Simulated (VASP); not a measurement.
# KF in VASP: notebook, part 3 of 3

VASP 6.6.1. Earlier steps stand in the parts before.

## 5. Single point, r2SCAN (biaxial xy strain -1.8%)

POSCAR reads:

```
KF
1.0
    0.0000000000      2.8837383639      2.9354014290
    2.8837383639      0.0000000000      2.9354014290
    2.8837383639      2.8837383639      0.0000000000
K F
1 1
Direct
    0.0000000000      0.0000000000      0.0000000000
    0.2500000000      0.2500000000      0.2500000000
```

INCAR.step1 reads:

```
SYSTEM = KF
ALGO     = Normal         ! electronic algorithm
EDIFF    = 1E-4           ! SCF threshold, eV
ENCUT    = 520            ! plane-wave cutoff, eV
GGA      = PE             ! functional
ISMEAR   = 0              ! smearing method
LASPH    = .True.         ! aspherical terms in the spheres
LCHARG   = .False.        ! write CHGCAR
LREAL    = .False.        ! projectors in reciprocal space
LWAVE    = .True.         ! write WAVECAR
NBANDS   = 15             ! bands
NELM     = 100            ! most SCF steps
PREC     = Accurate       ! precision mode
SIGMA    = 0.01           ! smearing width, eV
```

INCAR.step2 reads:

```
SYSTEM = KF
ALGO     = Normal         ! electronic algorithm
EDIFF    = 1E-7           ! SCF threshold, eV
ENCUT    = 520            ! plane-wave cutoff, eV
ISIF     = 2              ! what is computed and relaxed
ISMEAR   = 0              ! smearing method
ISTART   = 1            
LASPH    = .True.         ! aspherical terms in the spheres
LCHARG   = .False.        ! write CHGCAR
LMIXTAU  = .True.       
LREAL    = .False.        ! projectors in reciprocal space
LWAVE    = .False.        ! write WAVECAR
METAGGA  = R2SCAN         ! meta-GGA
NBANDS   = 15             ! bands
NELM     = 100            ! most SCF steps
PREC     = Accurate       ! precision mode
SIGMA    = 0.01           ! smearing width, eV
```

KPOINTS reads:

```
k-points
0
Gamma
  8 8 8
  0 0 0
```

Potentials or basis: VASP PAW PBE potentials, release 64 (K_sv, F).

Command:

```sh
> cat potpaw_PBE.64/K_sv/POTCAR potpaw_PBE.64/F/POTCAR > POTCAR
> cp INCAR.step1 INCAR
> mpirun -np 1 vasp_std > vasp.out
> cp INCAR.step2 INCAR
> mpirun -np 1 vasp_std > vasp.out
```

OUTCAR:

```text
SYSTEM = KF
   EDIFF = 1E-7
   ENCUT = 520
   ISIF = 2
   ISMEAR = 0
   ISTART = 1
   LASPH = .True.
   LREAL = .False.
   METAGGA = R2SCAN
   NELM = 100
   PREC = Accurate

 ion  position               nearest neighbor table
   1  0.000  0.000  0.000-   2 2.51   2 2.51   2 2.51   2 2.51
   2  0.250  0.250  0.250-   1 2.51   1 2.51   1 2.51   1 2.51

  LATTYP: Found a body centered tetragonal cell.
 ALAT       =     4.0782219046
 C/A-ratio  =     1.4395496359

  Lattice vectors:

 A1 = (  -2.8837383639,   0.0000000000,   2.9354014290)
 A2 = (   2.8837383639,   0.0000000000,   2.9354014290)
 A3 = (   0.0000000000,   2.8837383639,  -2.9354014290)

Analysis of symmetry for initial positions (statically):
=====================================================================
 Subroutine PRICEL returns:
 Original cell was already a primitive cell.

 Routine SETGRP: Setting up the symmetry group for a
 body centered tetragonal supercell.

 Subroutine GETGRP returns: Found  8 space group operations
 (whereof  8 operations were pure point group operations)
 out of a pool of 16 trial point group operations.

The static configuration has the point symmetry D_2d.

Analysis of symmetry for dynamics (positions and initial velocities):
=====================================================================
 Subroutine PRICEL returns:
 Original cell was already a primitive cell.

 Routine SETGRP: Setting up the symmetry group for a
 body centered tetragonal supercell.

 Subroutine GETGRP returns: Found  8 space group operations
 (whereof  8 operations were pure point group operations)
 out of a pool of 16 trial point group operations.

The dynamic configuration has the point symmetry D_2d.

 Subroutine INISYM returns: Found  8 space group operations
 (whereof  8 operations are pure point group operations),
 and found     1 'primitive' translations

----------------------------------------------------------------------------------------

                                     Primitive cell

  volume of cell :      48.8213

  direct lattice vectors                    reciprocal lattice vectors
     0.000000000  2.883738364  2.935401429    -0.173386049  0.173386049  0.170334454
     2.883738364  0.000000000  2.935401429     0.173386049 -0.173386049  0.170334454
     2.883738364  2.883738364  0.000000000     0.173386049  0.173386049 -0.170334454

  length of vectors
     4.114915370  4.114915370  4.078221905     0.298562003  0.298562003  0.298562003

  position of ions in fractional coordinates (direct lattice)
     0.000000000  0.000000000  0.000000000
     0.250000000  0.250000000  0.250000000

  ion indices of the primitive-cell ions
   primitive index   ion index
                 1           1
                 2           2

----------------------------------------------------------------------------------------

 KPOINTS: k-points

Automatic generation of k-mesh.
 Grid dimensions read from file:
 generate k-points for:    8    8    8

 Generating k-lattice:

  Cartesian coordinates                     Fractional coordinates (reciprocal lattice)
    -0.021673256  0.021673256  0.021291807     0.125000000  0.000000000  0.000000000
     0.021673256 -0.021673256  0.021291807     0.000000000  0.125000000  0.000000000
     0.021673256  0.021673256 -0.021291807    -0.000000000 -0.000000000  0.125000000

  Length of vectors
     0.037320250  0.037320250  0.037320250

  Shift w.r.t. Gamma in fractional coordinates (k-lattice)
     0.000000000  0.000000000  0.000000000

 Subroutine IBZKPT returns following result:
 ===========================================

 Found     59 irreducible k-points:

 Following reciprocal coordinates:
            Coordinates               Weight
  0.000000  0.000000  0.000000      1.000000
  0.125000  0.000000  0.000000      8.000000
  0.250000  0.000000  0.000000      8.000000
  0.375000 -0.000000  0.000000      8.000000
  0.500000  0.000000  0.000000      4.000000
  0.125000  0.125000  0.000000      2.000000
[... 16 lines left out ...]
  0.250000  0.000000  0.125000     16.000000
  0.375000 -0.000000  0.125000     16.000000
 [... further k-points ...]
   k-points           NKPTS =     59   k-points in BZ     NKDIM =     59   number of bands    NBANDS=     15
   number of dos      NEDOS =    301   number of ions     NIONS =      2
   total plane-waves  NPLWV =  30720
   dimension x,y,z NGX =    32 NGY =   32 NGZ =   30
   dimension x,y,z NGXF=    64 NGYF=   64 NGZF=   60
   ions per type =               1   1
   NGX,Y,Z   is equivalent  to a cutoff of  12.93, 12.93, 12.23 a.u.
   NGXF,Y,Z  is equivalent  to a cutoff of  25.86, 25.86, 24.46 a.u.
 SYSTEM =  KF
   PREC   = accura    normal or accurate (medium, high low for compatibility)
   ISTART =      1    job   : 0-new  1-cont  2-samecut
   ICHARG =      0    charge: 1-file 2-atom 10-const
   ISPIN  =      1    spin polarized calculation?
   LNONCOLLINEAR =      F non collinear calculations
   LSORBIT =      F    spin-orbit coupling
   LASPH  =      T    aspherical Exc in radial PAW
   ENCUT  =  520.0 eV  38.22 Ry    6.18 a.u.   7.65  7.65  7.58*2*pi/ulx,y,z
   NELM   =    100;   NELMIN=  2; NELMDL=  0     # of ELM steps
   EDIFF  = 0.1E-06   stopping-criterion for ELM
   LREAL  =      F    real-space projection
   EDIFFG = 0.1E-05   stopping-criterion for IOM
   NSW    =      0    number of steps for IOM
   IBRION =     -1    ionic relax: 0-MD 1-quasi-New 2-CG
   NFREE  =      0    steps in history (QN), initial steepest desc. (CG)
   ISIF   =      2    stress and relaxation
   ISYM   =      2    0-nonsym 1-usesym 2-fastsym
   POTIM  = 0.5000    time-step for ionic-motion
   TEBEG  =    0.0;   TEEND  =   0.0 temperature during run
   PSTRESS=    0.0 pullay stress
   NELECT =      16.0000    total number of electrons
   NUPDOWN=      -1.0000    fix difference up-down
   EMIN   =  10.00;   EMAX   =-10.00  energy-range for DOS
   EFERMI =   0.00;   METHOD = LEGACY
   ISMEAR =     0;   SIGMA  =   0.01  broadening in eV -4-tet -1-fermi 0-gaus
   EFERMI_NEDOS =   21; number of points for ismear=-14 and -15
   IALGO  =     38    algorithm
   IMIX   =      4    mixing-type and parameters
     AMIX     =   0.40;   BMIX     =  1.00
     AMIX_MAG =   1.60;   BMIX_MAG =  1.00
  volume/ion in A,a.u.               =      24.41       164.73
  Fermi-wavevector in a.u.,A,eV,Ry     =   1.128700  2.132933 17.333320  1.273963
  Thomas-Fermi vector in A             =   2.265391
   LORBIT       =      0    0 simple, 1 ext, 2 COOP (PROOUT), +10 PAW based schemes
   METAGGA = R2SCAN    functional components
   LHFCALC =     F    Hartree Fock is set to
   AEXX    =    0.0000 exact exchange contribution
   IVDW    =     0    specifies the selected vdW correction
   LEPSILON=     F    determine dielectric tensor
   LRPA    =     F    only Hartree local field effects (RPA)
 non-spin polarized calculation
 Gauss-broadening in eV      SIGMA  =   0.01
  energy-cutoff  :      520.00
  volume of cell :       48.82
 maximum number of plane-waves:      1331
   NGX = 15   NGY = 15   NGZ = 15

 number of electron      15.9999995 magnetization

 Free energy of the ion-electron system (eV)
  ---------------------------------------------------
  ext. energy  EPLUGINS =         0.00000000
  ---------------------------------------------------
  free energy    TOTEN  =       -14.69907086 eV

  energy without entropy =      -14.69907086  energy(sigma->0) =      -14.69907086

 E-fermi :  -3.9570     XC(G=0):  -7.4960

 val. band max:       -4.0630197934   @ k =  -0.2500   0.5000   0.2500
 cond. band min:       1.7657037550   @ k =   0.0000   0.0000   0.0000
 fundamental gap:      5.8287235484
 Fermi energy:        -3.9570055736

 k-point     1 :       0.0000    0.0000    0.0000
  band No.  band energies     occupation
      1     -31.1786      2.00000
      2     -23.7586      2.00000
      3     -13.8031      2.00000
      4     -13.8027      2.00000
      5     -13.8004      2.00000
      6      -4.2996      2.00000
      7      -4.2991      2.00000
      8      -4.2987      2.00000
      9       1.7657      0.00000
     10       8.6349      0.00000
     11       8.7766      0.00000
     12       8.7914      0.00000
     13       8.9203      0.00000
     14       8.9209      0.00000
[... 401 lines left out ...]
      2     -23.8365      2.00000
      3     -13.9251      2.00000
      4     -13.8649      2.00000
      5     -13.8106      2.00000
      6      -4.3767      2.00000
      7      -4.2120      2.00000
      8      -4.1915      2.00000
      9       3.7597      0.00000
     10       6.5864      0.00000
     11       7.9810      0.00000
     12       8.2142      0.00000
     13       9.7919      0.00000
     14       9.9309      0.00000
     15      11.4001      0.00000

 [... further k-points ...]
[... 5 lines left out ...]
  --------------------------------------------------------------------------------------
  -------------------------------------------------------------------------------------
  Total        0.2862946      0.2862946      0.2890706      0.0000000     -0.0000000      0.0000000
  in kB        9.3953832      9.3953832      9.4864842      0.0000000     -0.0000000      0.0000000
  external PRESSURE =       9.4257502 kB  Pullay stress =       0.0000000 kB

 VOLUME and BASIS-vectors are now :
 -----------------------------------------------------------------------------
  energy-cutoff  :      520.00
  volume of cell :       48.82
      direct lattice vectors                 reciprocal lattice vectors
     0.000000000  2.883738364  2.935401429    -0.173386049  0.173386049  0.170334454
     2.883738364  0.000000000  2.935401429     0.173386049 -0.173386049  0.170334454
     2.883738364  2.883738364  0.000000000     0.173386049  0.173386049 -0.170334454

 POSITION                                       TOTAL-FORCE (eV/Angst)
 -----------------------------------------------------------------------------------
      0.00000      0.00000      0.00000         0.000000      0.000000      0.000000
      1.44187      1.44187      1.46770        -0.000000     -0.000000     -0.000000
 -----------------------------------------------------------------------------------
    total drift:                                0.000002      0.000002      0.000003

  FREE ENERGIE OF THE ION-ELECTRON SYSTEM (eV)
  ---------------------------------------------------
  free  energy   TOTEN  =       -14.6990708593 eV

  energy  without entropy=      -14.6990708593  energy(sigma->0) =      -14.69907086
```

Wall time 4.1 min (1 thread of Intel Xeon 8259CL, shared host); peak memory 0.2 GiB.

Results:

- Free energy: -14.6991 eV
- Pressure: 0.9 GPa
- Band gap on the k mesh: 5.83 eV (least direct gap 6.06 eV)

Caveat: the cell differs from its parent crystal (biaxial xy strain -1.8%); the PAW data sets were made with another functional, which shifts forces and pressure a little.

## 6. Summary

```tsv
level	cell	smearing	gap on the mesh (eV)	pressure (GPa)
PBE	a = 4.115, b = 4.115, c = 4.078 Å, angles 60.3, 60.3, 59.4°, 2 atoms, atomic positions A	fermi-dirac 0.02 eV	5.25	1.9
PBE	a = 4.241, b = 4.241, c = 4.151 Å, angles 60.7, 60.7, 58.6°, 2 atoms, atomic positions A	fermi-dirac 0.02 eV	5.04	0.0
PBE	a = 4.195 Å, angles 57.8°, 2 atoms, atomic positions B	fermi-dirac 0.02 eV	5.20	1.4
r2SCAN	a = 4.115, b = 4.115, c = 4.078 Å, angles 60.3, 60.3, 59.4°, 2 atoms, atomic positions A	gaussian 0.01 eV	5.83	0.9
```

Alike in all rows: task single point; potentials or basis VASP PAW PBE potentials, release 64 (K_sv, F); no spin polarisation; k mesh 8 × 8 × 8; cutoff (eV) 520.

Caveats: the PAW data sets were made with another functional, which shifts forces and pressure a little (at least some runs).

Absolute energies hang on the potentials; compare differences alone.
